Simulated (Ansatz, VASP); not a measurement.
# One calculation of ZrZn4N, two programs

Contents of INCAR:

```
ALGO = Normal
EDIFF = 1E-6
EDIFFG = -0.04
ENCUT = 600
GGA = PE
IBRION = 2
ISIF = 3
ISMEAR = 0
LASPH = T
LCHARG = F
LREAL = F
LWAVE = F
NELM = 80
NSW = 90
PREC = Accurate
SIGMA = 0.1
```

File KPOINTS:

```
k-points
0
Gamma
  6 6 2
```

File POSCAR:

```
ZrZn4N
1.0
    3.6082595000      0.0000000000      0.0000000000
   -1.8041297500      3.1248443900      0.0000000000
    0.0000000000      0.0000000000      8.9584910800
Zr Zn N
1 4 1
Direct
    0.0000000000      0.0000000000      0.0000000000
    0.0000000000      0.0000000000      0.7107724100
    0.0000000000      0.0000000000      0.2892275900
    0.3333333300      0.6666666700      0.0000000000
    0.6666666700      0.3333333300      0.0000000000
    0.0000000000      0.0000000000      0.5000000000
```

Input for Ansatz:

```yaml
crystal:
  lattice:
    - [3.6082595, 0.0, 0.0]
    - [-1.80412975, 3.12484439, 0.0]
    - [0.0, 0.0, 8.95849108]
  atoms:
    - { symbol: Zr, position: [0.0, 0.0, 0.0] }
    - { symbol: Zn, position: [0.0, 0.0, 0.71077241] }
    - { symbol: Zn, position: [0.0, 0.0, 0.28922759] }
    - { symbol: Zn, position: [0.33333333, 0.66666667, 0.0] }
    - { symbol: Zn, position: [0.66666667, 0.33333333, 0.0] }
    - { symbol: "N", position: [0.0, 0.0, 0.5] }
basis:
  ecutwfc: 420
kpoints:
  mp_grid: { grid: [6, 6, 2] }
hamiltonian:
  xc: pbe
scf:
  occupations: { method: gaussian, width: 0.1 }
  lower_state_search: "off"
output:
  forces: true
  stress: true
  eigenvalues: true
relax:
  adjacent_minimum: "off"
  f_tol: 0.04
  max_steps: 70
  cell: { stress_tol: 0.4 }
```

Alike in both runs: task relaxation of cell and atoms; functional PBE; k mesh 6 × 6 × 2; occupations gaussian, width 0.1 eV; no spin polarisation.

|  | VASP | Ansatz |
| --- | --- | --- |
| version | VASP 6.6.1 | Ansatz 0.2.0 |
| potentials or method | VASP PAW PBE potentials, release 64 (Zr_sv, Zn, N), cutoff 600 eV | scalar-relativistic, plane waves, PAW |
| valence electrons in the cell | 65 | 65 |

Ansatz gave:

```
gap on the k mesh at the Fermi level, each at its own relaxed structure (eV)  : none
relaxed volume (Å³/atom)                                                      : 29.36
relaxed length of the cell vector where the two differ most in proportion (Å) : 4.747
```

**Question.** Which values does VASP return?

**Answer.** gap on the k mesh at the Fermi level, each at its own relaxed structure (eV): none; relaxed volume (Å³/atom): 28.83; relaxed length of the cell vector where the two differ most in proportion (Å): 4.704.

A gap of «none» marks a metal or a gap that the smearing closes.

Noted on VASP's run: the volume moved by over 15 % at a fixed basis, so the end points are rough.
